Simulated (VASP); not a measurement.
# RbCaH3 (R-3m) in VASP: notebook, part 2 of 2

VASP 6.6.1. The steps go on from the part before.

### 3 Single point, LDA

This run uses another cell than the first one, of the same volume but with other edges.

INCAR

```
SYSTEM = RbCaH3
PREC = Accurate
ENCUT = 520
EDIFF = 1E-6
ISMEAR = 0
SIGMA = 0.05
LREAL = .False.
LASPH = .True.
NELM = 100
ALGO = Normal
ISIF = 2
LWAVE = .False.
LCHARG = .False.
GGA = CA
NBANDS = 19
```

KPOINTS

```
regular mesh
0
Gamma
  6 6 6
  0 0 0
```

POSCAR

```
RbCaH3
1.0
    4.5496396870     -0.1086944635     -0.1086944635
   -0.1086944635      4.5496396870     -0.1086944635
   -0.1086944635     -0.1086944635      4.5496396870
Rb Ca H
1 1 3
Direct
    0.0000000000      0.0000000000      0.0000000000
    0.5000000000      0.5000000000      0.5000000000
    0.0000000000      0.5000000000      0.5000000000
    0.5000000000      0.0000000000      0.5000000000
    0.5000000000      0.5000000000      0.0000000000
```

Potentials or basis: VASP PAW LDA potentials, release 64 (Rb_sv, Ca_sv, H).

Launch:

```sh
cat potpaw_LDA.64/Rb_sv/POTCAR potpaw_LDA.64/Ca_sv/POTCAR potpaw_LDA.64/H/POTCAR > POTCAR
mpirun -np 1 vasp_std > vasp.out
```

OUTCAR:

```text
SYSTEM = RbCaH3
   PREC = Accurate
   ENCUT = 520
   EDIFF = 1E-6
   ISMEAR = 0
   LREAL = .False.
   LASPH = .True.
   NELM = 100
   ISIF = 2
   GGA = CA

 ion  position               nearest neighbor table
   1  0.000  0.000  0.000-   3 3.14   4 3.14   5 3.14   3 3.14   4 3.14   5 3.14   5 3.29   3 3.29
                             4 3.29   5 3.29   4 3.29   3 3.29   2 3.75   2 3.75   2 4.00   2 4.00
   2  0.500  0.500  0.500-   1 3.75   1 3.75   1 4.00   1 4.00   1 4.00   1 4.00   1 4.00   1 4.00

   3  0.000  0.500  0.500-   1 3.14   1 3.14   1 3.29   1 3.29
   4  0.500  0.000  0.500-   1 3.14   1 3.14   1 3.29   1 3.29
   5  0.500  0.500  0.000-   1 3.14   1 3.14   1 3.29   1 3.29

  LATTYP: Found a trigonal (rhomboedric) cell.
 ALAT       =     4.5522357424
 COS(alpha) =    -0.0471569688

  Lattice vectors:

 A1 = (   4.5496396870,  -0.1086944635,  -0.1086944635)
 A2 = (  -0.1086944635,   4.5496396870,  -0.1086944635)
 A3 = (  -0.1086944635,  -0.1086944635,   4.5496396870)

Analysis of symmetry for initial positions (statically):
=====================================================================
 Subroutine PRICEL returns:
 Original cell was already a primitive cell.

 Routine SETGRP: Setting up the symmetry group for a
 trigonal (rhombohedral) supercell.

 Subroutine GETGRP returns: Found 12 space group operations
 (whereof 12 operations were pure point group operations)
 out of a pool of 12 trial point group operations.

The static configuration has the point symmetry D_3d.

Analysis of symmetry for dynamics (positions and initial velocities):
=====================================================================
 Subroutine PRICEL returns:
 Original cell was already a primitive cell.

 Routine SETGRP: Setting up the symmetry group for a
 trigonal (rhombohedral) supercell.

 Subroutine GETGRP returns: Found 12 space group operations
 (whereof 12 operations were pure point group operations)
 out of a pool of 12 trial point group operations.

The dynamic configuration has the point symmetry D_3d.

 Subroutine INISYM returns: Found 12 space group operations
 (whereof 12 operations are pure point group operations),
 and found     1 'primitive' translations

----------------------------------------------------------------------------------------

                                     Primitive cell

  volume of cell :      94.0102

  direct lattice vectors                    reciprocal lattice vectors
     4.549639687 -0.108694464 -0.108694464     0.220054975  0.005385961  0.005385961
    -0.108694464  4.549639687 -0.108694464     0.005385961  0.220054975  0.005385961
    -0.108694464 -0.108694464  4.549639687     0.005385961  0.005385961  0.220054975

  length of vectors
     4.552235742  4.552235742  4.552235742     0.220186760  0.220186760  0.220186760

  position of ions in fractional coordinates (direct lattice)
     0.000000000  0.000000000  0.000000000
     0.500000000  0.500000000  0.500000000
     0.000000000  0.500000000  0.500000000
     0.500000000  0.000000000  0.500000000
     0.500000000  0.500000000  0.000000000

  ion indices of the primitive-cell ions
   primitive index   ion index
                 1           1
                 2           2
                 3           3
                 4           4
                 5           5
[... 21 lines left out ...]

 Subroutine IBZKPT returns following result:
 ===========================================

 Found     32 irreducible k-points:

 Following reciprocal coordinates:
            Coordinates               Weight
  0.000000  0.000000  0.000000      1.000000
  0.166667 -0.000000 -0.000000      6.000000
  0.333333 -0.000000 -0.000000      6.000000
  0.500000 -0.000000  0.000000      3.000000
  0.166667  0.166667 -0.000000      6.000000
  0.333333  0.166667 -0.000000     12.000000
[... 16 lines left out ...]
  0.500000  0.500000  0.166667      6.000000
 -0.333333  0.500000  0.166667     12.000000
 [... further k-points ...]
   k-points           NKPTS =     32   k-points in BZ     NKDIM =     32   number of bands    NBANDS=     19
   number of dos      NEDOS =    301   number of ions     NIONS =      5
   total plane-waves  NPLWV =  46656
   dimension x,y,z NGX =    36 NGY =   36 NGZ =   36
   dimension x,y,z NGXF=    72 NGYF=   72 NGZF=   72
   ions per type =               1   1   3
   NGX,Y,Z   is equivalent  to a cutoff of  13.15, 13.15, 13.15 a.u.
   NGXF,Y,Z  is equivalent  to a cutoff of  26.29, 26.29, 26.29 a.u.
 SYSTEM =  RbCaH3
   PREC   = accura    normal or accurate (medium, high low for compatibility)
   ISTART =      0    job   : 0-new  1-cont  2-samecut
   ICHARG =      2    charge: 1-file 2-atom 10-const
   ISPIN  =      1    spin polarized calculation?
   LNONCOLLINEAR =      F non collinear calculations
   LSORBIT =      F    spin-orbit coupling
   LASPH  =      T    aspherical Exc in radial PAW
   ENCUT  =  520.0 eV  38.22 Ry    6.18 a.u.   8.46  8.46  8.46*2*pi/ulx,y,z
   NELM   =    100;   NELMIN=  2; NELMDL= -5     # of ELM steps
   EDIFF  = 0.1E-05   stopping-criterion for ELM
   LREAL  =      F    real-space projection
   EDIFFG = 0.1E-04   stopping-criterion for IOM
   NSW    =      0    number of steps for IOM
   IBRION =     -1    ionic relax: 0-MD 1-quasi-New 2-CG
   NFREE  =      0    steps in history (QN), initial steepest desc. (CG)
   ISIF   =      2    stress and relaxation
   ISYM   =      2    0-nonsym 1-usesym 2-fastsym
   POTIM  = 0.5000    time-step for ionic-motion
   TEBEG  =    0.0;   TEEND  =   0.0 temperature during run
   PSTRESS=    0.0 pullay stress
   NELECT =      22.0000    total number of electrons
   NUPDOWN=      -1.0000    fix difference up-down
   EMIN   =  10.00;   EMAX   =-10.00  energy-range for DOS
   EFERMI =   0.00;   METHOD = LEGACY
   ISMEAR =     0;   SIGMA  =   0.05  broadening in eV -4-tet -1-fermi 0-gaus
   EFERMI_NEDOS =   21; number of points for ismear=-14 and -15
   IALGO  =     38    algorithm
   IMIX   =      4    mixing-type and parameters
     AMIX     =   0.40;   BMIX     =  1.00
     AMIX_MAG =   1.60;   BMIX_MAG =  1.00
  volume/ion in A,a.u.               =      18.80       126.88
  Fermi-wavevector in a.u.,A,eV,Ry     =   1.008844  1.906439 13.847556  1.017767
  Thomas-Fermi vector in A             =   2.141736
   LORBIT       =      0    0 simple, 1 ext, 2 COOP (PROOUT), +10 PAW based schemes
   GGA     = CA    functional components
   LHFCALC =     F    Hartree Fock is set to
   AEXX    =    0.0000 exact exchange contribution
   IVDW    =     0    specifies the selected vdW correction
   LEPSILON=     F    determine dielectric tensor
   LRPA    =     F    only Hartree local field effects (RPA)
 non-spin polarized calculation
 Gauss-broadening in eV      SIGMA  =   0.05
  energy-cutoff  :      520.00
  volume of cell :       94.01
 maximum number of plane-waves:      2554
 NGX is ok and might be reduce to    36

 number of electron      22.0000001 magnetization

 Free energy of the ion-electron system (eV)
  ---------------------------------------------------
  ext. energy  EPLUGINS =         0.00000000
  ---------------------------------------------------
  free energy    TOTEN  =       -15.77561630 eV

  energy without entropy =      -15.77561630  energy(sigma->0) =      -15.77561630

 E-fermi :  -1.0429     XC(G=0):  -8.1993

 val. band max:       -1.3094659465   @ k =   0.5000   0.5000  -0.0000
 cond. band min:       1.4888713551   @ k =   0.5000   0.5000  -0.0000
 fundamental gap:      2.7983373016
 Fermi energy:        -1.0429333882

 k-point     1 :       0.0000    0.0000    0.0000
  band No.  band energies     occupation
      1     -39.5724      2.00000
      2     -26.6281      2.00000
      3     -20.9228      2.00000
      4     -20.8711      2.00000
      5     -20.8711      2.00000
      6     -10.7831      2.00000
[... 505 lines left out ...]
      6     -10.9153      2.00000
[... 11 lines left out ...]
     18       6.5166      0.00000
     19       6.7396      0.00000

 [... further k-points ...]
[... 5 lines left out ...]
  --------------------------------------------------------------------------------------
  -------------------------------------------------------------------------------------
  Total       -1.3971737     -1.3971737     -1.3971737      0.4951976      0.4951976      0.4951976
  in kB      -23.8114655    -23.8114655    -23.8114655      8.4394516      8.4394516      8.4394516
  external PRESSURE =     -23.8114655 kB  Pullay stress =       0.0000000 kB

 VOLUME and BASIS-vectors are now :
 -----------------------------------------------------------------------------
  energy-cutoff  :      520.00
  volume of cell :       94.01
      direct lattice vectors                 reciprocal lattice vectors
     4.549639687 -0.108694464 -0.108694464     0.220054975  0.005385961  0.005385961
    -0.108694464  4.549639687 -0.108694464     0.005385961  0.220054975  0.005385961
    -0.108694464 -0.108694464  4.549639687     0.005385961  0.005385961  0.220054975

 POSITION                                       TOTAL-FORCE (eV/Angst)
 -----------------------------------------------------------------------------------
      0.00000      0.00000      0.00000        -0.000000      0.000000     -0.000000
      2.16613      2.16613      2.16613         0.000000     -0.000000     -0.000000
     -0.10869      2.22047      2.22047        -0.000000      0.000000      0.000000
      2.22047     -0.10869      2.22047        -0.000000      0.000000     -0.000000
      2.22047      2.22047     -0.10869        -0.000000      0.000000     -0.000000
 -----------------------------------------------------------------------------------
    total drift:                                0.000000      0.000000      0.000000

  FREE ENERGIE OF THE ION-ELECTRON SYSTEM (eV)
  ---------------------------------------------------
  free  energy   TOTEN  =       -15.7756162961 eV

  energy  without entropy=      -15.7756162961  energy(sigma->0) =      -15.77561630
```

stdout:

```text
POSCAR found type information on POSCAR RbCaH
 POSCAR found :  3 types and       5 ions
 scaLAPACK will be used
 LDA part: xc-table for (Slater(with rela. corr.)+CA(PZ))
 , standard interpolation
 POSCAR, INCAR and KPOINTS ok, starting setup
 FFT: planning ... GRIDC
 FFT: planning ... GRID_SOFT
 FFT: planning ... GRID
 WAVECAR not read
 entering main loop
```

It took 18 s on 1 thread of Intel Xeon 6975P-C (Granite Rapids), shared host; peak memory 0.2 GiB.

What came out:

```yaml
Free_energy: -15.7756 eV
Pressure: -2.4 GPa
Band_gap_on_the_k_mesh: 2.80 eV, direct
```

Stress tensor (GPa, compression positive):
```
-2.38  0.84  0.84
 0.84 -2.38  0.84
 0.84  0.84 -2.38
```

Levels at points of the mesh, in eV from the valence-band top:
```tsv
k point	band 8	band 9	band 10	band 11	band 12	band 13	band 14	band 15
(0.00, 0.00, 0.00)	-9.43	-2.93	-0.49	-0.49	5.53	5.79	5.79	7.05
(0.50, 0.00, 0.00)	-9.42	-1.64	-0.85	-0.24	5.28	5.29	5.50	5.89
(0.50, 0.50, 0.00)	-9.41	-1.29	-0.23	0.00	2.80	4.63	4.70	5.48
(0.50, 0.50, 0.50)	-9.56	-0.43	-0.43	-0.09	3.99	3.99	4.28	5.36
```

### 4 Single point, LDA

This run uses another cell than the first one, of the same volume but with other edges.

INCAR

```
ALGO = Normal
EDIFF = 1E-7
ENCUT = 520
GGA = CA
ISIF = 2
ISMEAR = 0
LASPH = True
LCHARG = False
LREAL = False
LWAVE = False
NBANDS = 19
NELM = 60
PREC = Accurate
SIGMA = 0.05
```

KPOINTS

```
k-points
0
Gamma
  6 6 6
```

POSCAR: that of step 3 with these lines changed.

```diff
@@ -2,5 +2,5 @@
 1.0
-    4.5496396870     -0.1086944635     -0.1086944635
-   -0.1086944635      4.5496396870     -0.1086944635
-   -0.1086944635     -0.1086944635      4.5496396870
+    4.5500185177      0.1181822992      0.1181822992
+    0.1181822992      4.5500185177      0.1181822992
+    0.1181822992      0.1181822992      4.5500185177
 Rb Ca H
```

Launch:

```sh
cat potpaw_LDA.64/Rb_sv/POTCAR potpaw_LDA.64/Ca_sv/POTCAR potpaw_LDA.64/H/POTCAR > POTCAR
mpirun -np 1 vasp_std > vasp.out
```

Wall time 19 s (1 thread of Intel Xeon 6975P-C (Granite Rapids), shared host); peak memory 0.21 GiB.

Results (log left out):

| Property | Result |
| --- | --- |
| Free energy | -15.7727 eV |
| Pressure | -2.4 GPa |
| Band gap on the k mesh | 2.79 eV, direct |

Stress tensor (GPa, compression positive):
```
-2.37 -0.84 -0.84
-0.84 -2.37 -0.84
-0.84 -0.84 -2.37
```

Levels at points of the mesh, in eV from the valence-band top:
```
           k point  band 8  band 9  band 10  band 11  band 12  band 13  band 14  band 15
(0.00, 0.00, 0.00)   -9.43   -2.94    -0.49    -0.49     5.58     5.58     5.92     6.99
(0.50, 0.00, 0.00)   -9.43   -1.64    -0.86    -0.24     5.26     5.29     5.49     5.88
(0.50, 0.50, 0.00)   -9.42   -1.29    -0.24     0.00     2.79     4.64     4.67     5.49
(0.50, 0.50, 0.50)   -9.58   -0.56    -0.21    -0.21     3.88     4.18     4.18     5.35
```

 A k mesh can miss the band edges.

### 5 Summary

| cell | gap on the mesh (eV) | pressure (GPa) |
| --- | --- | --- |
| a = 4.864 Å, angles 67.3°, 5 atoms | 1.14 | -1.4 |
| a = 4.552 Å, angles 92.7°, 5 atoms | 2.80 | -2.4 |
| a = 4.553 Å, angles 87.0°, 5 atoms | 2.79 | -2.4 |

Alike in all rows: task single point; level LDA; potentials or basis VASP PAW LDA potentials, release 64 (Rb_sv, Ca_sv, H); no spin polarisation; k mesh 6 × 6 × 6; cutoff (eV) 520; smearing gaussian 0.05 eV.

Total energies depend on the potentials used, so only differences within one code and one set of settings carry meaning.
